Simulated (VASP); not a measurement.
# Mg6O5 (a cell with a defect) in VASP: further runs

Mg6O5 (a cell with a defect) is run at these levels: PBEsol; tasks: single point.

Everything below comes from runs of VASP 6.6.1. Logs are shortened: lines on timing, memory, paths and dates and some standing lists are left out, and cuts for length are marked.

## Step 1: The cell of the first run

The cell holds a defect, 11 atoms: a = 5.591 Å, b = 5.591 Å, c = 5.591 Å, α = 90.00°, β = 90.00°, γ = 90.00°.

## Step 2: Single point, PBEsol

The input, INCAR:

```
SYSTEM = Mg6O5
ALGO = Normal
EDIFF = 1E-7
ENCUT = 520
GGA = PS
ISIF = 2
ISMEAR = 0
LASPH = .True.
LCHARG = .True.
LELF = .True.
LREAL = .False.
LVHAR = .True.
LWAVE = .False.
NBANDS = 32
NELM = 60
PREC = Accurate
SIGMA = 0.05
```

The input, KPOINTS:

```
k-points
0
Gamma
  4 4 4
  0 0 0
```

The input, POSCAR:

```
Mg6O5
1.0
    5.5908553621      0.0000000000      0.0000000000
    0.0000000000      5.5908553621      0.0000000000
    0.0000000000      0.0000000000      5.5908553621
Mg O
6 5
Direct
    0.2500000000      0.0000000000      0.5000000000
    0.0000000000      0.5000000000      0.2500000000
    0.5000000000      0.7500000000      0.0000000000
    0.7500000000      0.0000000000      0.5000000000
    0.0000000000      0.5000000000      0.7500000000
    0.5000000000      0.2500000000      0.0000000000
    0.5000000000      0.0000000000      0.2500000000
    0.0000000000      0.7500000000      0.5000000000
    0.9375000000      0.4060966586      0.0000000000
    0.5000000000      0.0000000000      0.7500000000
    0.0000000000      0.2500000000      0.5000000000
```

Potentials or basis: VASP PAW PBE potentials, release 64 (Mg, O).

The run is started by

```
> cat potpaw_PBE.64/Mg/POTCAR potpaw_PBE.64/O/POTCAR > POTCAR
> mpirun -np 1 vasp_std > vasp.out
```

OUTCAR:

```text
SYSTEM = Mg6O5
   EDIFF = 1E-7
   ENCUT = 520
   GGA = PS
   ISIF = 2
   ISMEAR = 0
   LASPH = .True.
   LREAL = .False.
   NELM = 60
   PREC = Accurate

 ion  position               nearest neighbor table
   1  0.250  0.000  0.500-   7 1.98   8 1.98  10 1.98  11 1.98   4 2.80   4 2.80   2 3.42   5 3.42
                             6 3.42   3 3.42   6 3.42   2 3.42   5 3.42   3 3.42
   2  0.000  0.500  0.250-   9 1.53   8 1.98  11 1.98   5 2.80   5 2.80   3 3.42   4 3.42   1 3.42
                             6 3.42   1 3.42   4 3.42   3 3.42   6 3.42
   3  0.500  0.750  0.000-   7 1.98  10 1.98   6 2.80   6 2.80   1 3.42   2 3.42   4 3.42   1 3.42
                             4 3.42   5 3.42   2 3.42   5 3.42
   4  0.750  0.000  0.500-   7 1.98   8 1.98  10 1.98  11 1.98   1 2.80   1 2.80   3 3.42   5 3.42
                             6 3.42   3 3.42   6 3.42   2 3.42   5 3.42   2 3.42
   5  0.000  0.500  0.750-   9 1.53   8 1.98  11 1.98   2 2.80   2 2.80   1 3.42   3 3.42   4 3.42
                             6 3.42   1 3.42   4 3.42   3 3.42   6 3.42
   6  0.500  0.250  0.000-   7 1.98  10 1.98   9 2.60   3 2.80   3 2.80   2 3.42   1 3.42   4 3.42
                             1 3.42   4 3.42   5 3.42   2 3.42   5 3.42
   7  0.500  0.000  0.250-   1 1.98   3 1.98   4 1.98   6 1.98
   8  0.000  0.750  0.500-   1 1.98   2 1.98   4 1.98   5 1.98
   9  0.938  0.406  0.000-   2 1.53   5 1.53   6 2.60
  10  0.500  0.000  0.750-   1 1.98   3 1.98   4 1.98   6 1.98
  11  0.000  0.250  0.500-   1 1.98   2 1.98   4 1.98   5 1.98

  LATTYP: Found a simple cubic cell.
 ALAT       =     5.5908553621

  Lattice vectors:

 A1 = (   5.5908553621,   0.0000000000,   0.0000000000)
 A2 = (   0.0000000000,   5.5908553621,   0.0000000000)
 A3 = (   0.0000000000,   0.0000000000,   5.5908553621)

Analysis of symmetry for initial positions (statically):
=====================================================================
 Subroutine PRICEL returns:
 Original cell was already a primitive cell.

 Routine SETGRP: Setting up the symmetry group for a
 simple cubic supercell.

 Subroutine GETGRP returns: Found  2 space group operations
 (whereof  2 operations were pure point group operations)
 out of a pool of 48 trial point group operations.

The static configuration has the point symmetry C_1h.

Analysis of symmetry for dynamics (positions and initial velocities):
=====================================================================
 Subroutine PRICEL returns:
 Original cell was already a primitive cell.

 Routine SETGRP: Setting up the symmetry group for a
 simple cubic supercell.

 Subroutine GETGRP returns: Found  2 space group operations
 (whereof  2 operations were pure point group operations)
 out of a pool of 48 trial point group operations.

The dynamic configuration has the point symmetry C_1h.

 Subroutine INISYM returns: Found  2 space group operations
 (whereof  2 operations are pure point group operations),
 and found     1 'primitive' translations

----------------------------------------------------------------------------------------

                                     Primitive cell

  volume of cell :     174.7571

  direct lattice vectors                    reciprocal lattice vectors
     5.590855362  0.000000000  0.000000000     0.178863508  0.000000000  0.000000000
     0.000000000  5.590855362  0.000000000     0.000000000  0.178863508  0.000000000
     0.000000000  0.000000000  5.590855362     0.000000000  0.000000000  0.178863508

  length of vectors
     5.590855362  5.590855362  5.590855362     0.178863508  0.178863508  0.178863508

  position of ions in fractional coordinates (direct lattice)
     0.250000000  0.000000000  0.500000000
     0.000000000  0.500000000  0.250000000
     0.500000000  0.750000000  0.000000000
     0.750000000  0.000000000  0.500000000
     0.000000000  0.500000000  0.750000000
     0.500000000  0.250000000  0.000000000
     0.500000000  0.000000000  0.250000000
     0.000000000  0.750000000  0.500000000
     0.937500000  0.406096659  0.000000000
     0.500000000  0.000000000  0.750000000
     0.000000000  0.250000000  0.500000000

  ion indices of the primitive-cell ions
   primitive index   ion index
                 1           1
                 2           2
                 3           3
                 4           4
                 5           5
                 6           6
                 7           7
                 8           8
                 9           9
                10          10
                11          11

----------------------------------------------------------------------------------------

 KPOINTS: k-points

Automatic generation of k-mesh.
 Grid dimensions read from file:
 generate k-points for:    4    4    4

 Generating k-lattice:

  Cartesian coordinates                     Fractional coordinates (reciprocal lattice)
     0.044715877  0.000000000  0.000000000     0.250000000  0.000000000  0.000000000
     0.000000000  0.044715877  0.000000000     0.000000000  0.250000000  0.000000000
     0.000000000  0.000000000  0.044715877     0.000000000  0.000000000  0.250000000

  Length of vectors
     0.044715877  0.044715877  0.044715877

  Shift w.r.t. Gamma in fractional coordinates (k-lattice)
     0.000000000  0.000000000  0.000000000

 Subroutine IBZKPT returns following result:
 ===========================================

 Found     30 irreducible k-points:

 Following reciprocal coordinates:
            Coordinates               Weight
  0.000000  0.000000  0.000000      1.000000
  0.250000  0.000000  0.000000      2.000000
  0.000000  0.250000  0.000000      2.000000
  0.000000  0.000000  0.250000      2.000000
  0.500000  0.000000  0.000000      1.000000
  0.000000  0.500000  0.000000      1.000000
[... 16 lines left out ...]
  0.500000  0.250000  0.250000      4.000000
  0.250000  0.500000  0.250000      4.000000
 [... further k-points ...]
   k-points           NKPTS =     30   k-points in BZ     NKDIM =     30   number of bands    NBANDS=     32
   number of dos      NEDOS =    301   number of ions     NIONS =     11
   total plane-waves  NPLWV =  74088
   dimension x,y,z NGX =    42 NGY =   42 NGZ =   42
   dimension x,y,z NGXF=    84 NGYF=   84 NGZF=   84
   ions per type =               6   5
   NGX,Y,Z   is equivalent  to a cutoff of  12.49, 12.49, 12.49 a.u.
   NGXF,Y,Z  is equivalent  to a cutoff of  24.98, 24.98, 24.98 a.u.
 SYSTEM =  Mg6O5
   PREC   = accura    normal or accurate (medium, high low for compatibility)
   ISTART =      0    job   : 0-new  1-cont  2-samecut
   ICHARG =      2    charge: 1-file 2-atom 10-const
   ISPIN  =      1    spin polarized calculation?
   LNONCOLLINEAR =      F non collinear calculations
   LSORBIT =      F    spin-orbit coupling
   LASPH  =      T    aspherical Exc in radial PAW
   ENCUT  =  520.0 eV  38.22 Ry    6.18 a.u.  10.40 10.40 10.40*2*pi/ulx,y,z
   NELM   =     60;   NELMIN=  2; NELMDL= -5     # of ELM steps
   EDIFF  = 0.1E-06   stopping-criterion for ELM
   LREAL  =      F    real-space projection
   EDIFFG = 0.1E-05   stopping-criterion for IOM
   NSW    =      0    number of steps for IOM
   IBRION =     -1    ionic relax: 0-MD 1-quasi-New 2-CG
   NFREE  =      0    steps in history (QN), initial steepest desc. (CG)
   ISIF   =      2    stress and relaxation
   ISYM   =      2    0-nonsym 1-usesym 2-fastsym
   POTIM  = 0.5000    time-step for ionic-motion
   TEBEG  =    0.0;   TEEND  =   0.0 temperature during run
   PSTRESS=    0.0 pullay stress
   NELECT =      42.0000    total number of electrons
   NUPDOWN=      -1.0000    fix difference up-down
   EMIN   =  10.00;   EMAX   =-10.00  energy-range for DOS
   EFERMI =   0.00;   METHOD = LEGACY
   ISMEAR =     0;   SIGMA  =   0.05  broadening in eV -4-tet -1-fermi 0-gaus
   EFERMI_NEDOS =   21; number of points for ismear=-14 and -15
   IALGO  =     38    algorithm
   IMIX   =      4    mixing-type and parameters
     AMIX     =   0.40;   BMIX     =  1.00
     AMIX_MAG =   1.60;   BMIX_MAG =  1.00
  volume/ion in A,a.u.               =      15.89       107.21
  Fermi-wavevector in a.u.,A,eV,Ry     =   1.017840  1.923439 14.095622  1.035999
  Thomas-Fermi vector in A             =   2.151264
   LORBIT       =      0    0 simple, 1 ext, 2 COOP (PROOUT), +10 PAW based schemes
   GGA     = PS    functional components
   LHFCALC =     F    Hartree Fock is set to
   AEXX    =    0.0000 exact exchange contribution
   IVDW    =     0    specifies the selected vdW correction
   LEPSILON=     F    determine dielectric tensor
   LRPA    =     F    only Hartree local field effects (RPA)
 non-spin polarized calculation
 Gauss-broadening in eV      SIGMA  =   0.05
  energy-cutoff  :      520.00
  volume of cell :      174.76
 maximum number of plane-waves:      4729
 NGX is ok and might be reduce to    42
   NGX = 21   NGY = 21   NGZ = 21

 number of electron      41.9999971 magnetization

 Free energy of the ion-electron system (eV)
  ---------------------------------------------------
  ext. energy  EPLUGINS =         0.00000000
  ---------------------------------------------------
  free energy    TOTEN  =       -56.38201111 eV

  energy without entropy =      -56.38201111  energy(sigma->0) =      -56.38201111

 E-fermi :   2.4132     XC(G=0):  -8.5848

 val. band max:        2.2039929420   @ k =   0.5000   0.5000   0.5000
 cond. band min:       2.6223934733   @ k =   0.0000   0.0000   0.5000
 fundamental gap:      0.4184005314
 Fermi energy:         2.4131726913

 k-point     1 :       0.0000    0.0000    0.0000
  band No.  band energies     occupation
      1     -16.3960      2.00000
      2     -16.0936      2.00000
      3     -15.7265      2.00000
      4     -15.6654      2.00000
      5     -15.2720      2.00000
      6      -3.7403      2.00000
[... 24 lines left out ...]
     31       8.8875      0.00000
     32       9.0426      0.00000
[... 774 lines left out ...]
      2     -16.0313      2.00000
      3     -15.8021      2.00000
      4     -15.7533      2.00000
      5     -15.3977      2.00000
      6      -3.3177      2.00000
[... 24 lines left out ...]
     31       9.2867      0.00000
     32      10.1831      0.00000

 [... further k-points ...]

------------------------ aborting loop because EDIFF is reached ----------------------------------------

  FORCE on cell =-STRESS in cart. coord.  units (eV):
  Direction    XX          YY          ZZ          XY          YZ          ZX
  --------------------------------------------------------------------------------------
  -------------------------------------------------------------------------------------
  Total        0.2404153      5.3917846     32.9003285      2.6875125      0.0000000      0.0000000
  in kB        2.2041337     49.4320185    301.6310502     24.6391833      0.0000000      0.0000000
  external PRESSURE =     117.7557341 kB  Pullay stress =       0.0000000 kB

 VOLUME and BASIS-vectors are now :
 -----------------------------------------------------------------------------
  energy-cutoff  :      520.00
  volume of cell :      174.76
      direct lattice vectors                 reciprocal lattice vectors
     5.590855362  0.000000000  0.000000000     0.178863508  0.000000000  0.000000000
     0.000000000  5.590855362  0.000000000     0.000000000  0.178863508  0.000000000
     0.000000000  0.000000000  5.590855362     0.000000000  0.000000000  0.178863508

 POSITION                                       TOTAL-FORCE (eV/Angst)
 -----------------------------------------------------------------------------------
      1.39771      0.00000      2.79543        -0.167700      0.198791     -0.000000
      0.00000      2.79543      1.39771         2.994597      3.275879     11.425525
      2.79543      4.19314      0.00000        -0.226969      0.787293     -0.000000
      4.19314      0.00000      2.79543         0.195827      0.327396     -0.000000
      0.00000      2.79543      4.19314         2.994597      3.275879    -11.425525
      2.79543      1.39771      0.00000         0.676574     -0.420339     -0.000000
      2.79543      0.00000      1.39771         0.067537     -0.055100     -0.181273
      0.00000      4.19314      2.79543        -0.144676      0.018644     -0.000000
      5.24143      2.27043      0.00000        -6.609842     -7.333139     -0.000000
      2.79543      0.00000      4.19314         0.067537     -0.055100      0.181273
      0.00000      1.39771      2.79543         0.152517     -0.020202     -0.000000
 -----------------------------------------------------------------------------------
    total drift:                               -0.000110      0.000037     -0.000000

  FREE ENERGIE OF THE ION-ELECTRON SYSTEM (eV)
  ---------------------------------------------------
  free  energy   TOTEN  =       -56.3820111110 eV

  energy  without entropy=      -56.3820111109  energy(sigma->0) =      -56.38201111
```

Run time: 5.9 min. Hardware: 1 thread of Intel Xeon 8259CL, shared host; peak memory 0.33 GiB.

What came out:

- Free energy: -56.3820 eV
- Pressure: 11.8 GPa
- Largest force: 12.257 eV/Å
- Band gap on the k mesh: 0.42 eV

Forces on the atoms (eV/Å):
```
Mg   -0.168   0.199   0.000
Mg    2.995   3.276  11.426
Mg   -0.227   0.787   0.000
Mg    0.196   0.327   0.000
Mg    2.995   3.276 -11.426
Mg    0.677  -0.420   0.000
O     0.068  -0.055  -0.181
O    -0.145   0.019   0.000
O    -6.610  -7.333   0.000
O     0.068  -0.055   0.181
O     0.153  -0.020   0.000
```

Stress tensor (GPa, compression positive):
```
 0.22  2.46  0.00
 2.46  4.94  0.00
 0.00  0.00 30.16
```

Levels at points of the mesh, in eV from the valence-band top:
```csv
k point,band 19,band 20,band 21,band 22,band 23,band 24
"(0.00, 0.00, 0.00)",-2.67,-2.45,-2.27,1.91,2.64,3.02
"(0.50, 0.00, 0.00)",-2.66,-2.45,-0.66,0.67,2.20,3.88
"(0.00, 0.50, 0.00)",-2.73,-2.62,-1.03,1.24,3.01,3.26
"(0.00, 0.00, 0.50)",-2.91,-2.45,-1.37,0.42,2.62,3.12
"(0.50, 0.50, 0.00)",-2.73,-2.61,-0.18,0.92,2.32,2.97
"(0.00, 0.50, 0.50)",-3.03,-3.02,-0.74,1.41,2.23,3.03
"(0.50, 0.00, 0.50)",-2.86,-2.45,-0.47,1.21,1.53,3.10
"(0.50, 0.50, 0.50)",-3.29,-3.03,0.00,1.73,1.88,2.59
```

Caveat: the cell differs from its parent crystal (atoms taken out, atom 9 moved 0.375 of the way to it and -0.525 Å across, host rigid); semilocal functionals underestimate gaps, and a narrow one can read as zero; the PAW data sets were made with another functional, which shifts forces and pressure a little.

## Step 3: Single point, PBEsol

The input, INCAR:

```
SYSTEM = Mg6O5
PREC = Accurate
ENCUT = 520
EDIFF = 1E-6
ISMEAR = 0
SIGMA = 0.05
LREAL = .False.
LASPH = .True.
NELM = 80
ALGO = Normal
ISIF = 2
LWAVE = .False.
LCHARG = .True.
GGA = PS
LELF = .True.
LVHAR = .True.
NBANDS = 32
```

The input, KPOINTS:

```
Automatic mesh
0
Gamma
  4 4 4
  0 0 0
```

POSCAR: that of step 2 with these lines changed.

```diff
@@ -16,3 +16,3 @@
     0.0000000000      0.7500000000      0.5000000000
-    0.9375000000      0.4060966586      0.0000000000
+    0.6875000000      0.4686988862      0.0000000000
     0.5000000000      0.0000000000      0.7500000000
```

Potentials or basis: VASP PAW PBE potentials, release 64 (Mg, O).

The run is started by

```
> cat potpaw_PBE.64/Mg/POTCAR potpaw_PBE.64/O/POTCAR > POTCAR
> mpirun -np 1 vasp_std > vasp.out
```

Run time: 5.6 min. Hardware: 1 thread of Intel Xeon 8259CL, shared host; peak memory 0.33 GiB.

Results (log left out):

- Free energy: -60.0758 eV
- Pressure: 3.3 GPa
- Largest force: 9.138 eV/Å
- Band gap on the k mesh: 0.82 eV

Forces on the atoms (eV/Å):
```
Mg   0.064  0.004  0.000
Mg  -0.502 -0.158  0.010
Mg  -0.652  0.827  0.000
Mg  -0.086  0.090  0.000
Mg  -0.502 -0.158 -0.010
Mg  -5.051 -6.173  0.000
O    0.056 -0.199  0.000
O   -0.211 -0.142  0.000
O    6.905  5.985  0.000
O    0.056 -0.199  0.000
O   -0.077  0.123  0.000
```

Stress tensor (GPa, compression positive):
```
 2.30  5.07  0.00
 5.07  7.89  0.00
 0.00  0.00 -0.24
```

Levels at points of the mesh, in eV from the valence-band top:
```tsv
k point	band 18	band 19	band 20	band 21	band 22	band 23	band 24	band 25
(0.00, 0.00, 0.00)	-3.20	-2.63	-2.49	-1.98	2.31	2.78	3.17	3.55
(0.50, 0.00, 0.00)	-3.21	-2.63	-2.49	-0.58	1.31	2.73	3.31	4.40
(0.00, 0.50, 0.00)	-3.22	-3.20	-2.49	-1.08	0.82	2.96	3.88	4.26
(0.00, 0.00, 0.50)	-3.29	-3.20	-2.63	-0.95	1.21	3.09	3.63	4.73
(0.50, 0.50, 0.00)	-3.15	-3.12	-2.49	-0.38	1.54	2.33	3.56	3.76
(0.00, 0.50, 0.50)	-3.39	-3.37	-3.02	-0.69	1.81	2.13	3.08	4.54
(0.50, 0.00, 0.50)	-3.27	-3.17	-2.63	-0.31	1.86	2.15	3.40	3.55
(0.50, 0.50, 0.50)	-3.54	-3.38	-3.35	0.00	2.11	2.25	3.10	4.00
```

Caveat: the cell differs from its parent crystal (atoms taken out, atom 9 moved -0.125 of the way to it and -0.175 Å across, host rigid); the PAW data sets were made with another functional, which shifts forces and pressure a little.

(Part 1 of 2 ends here.)
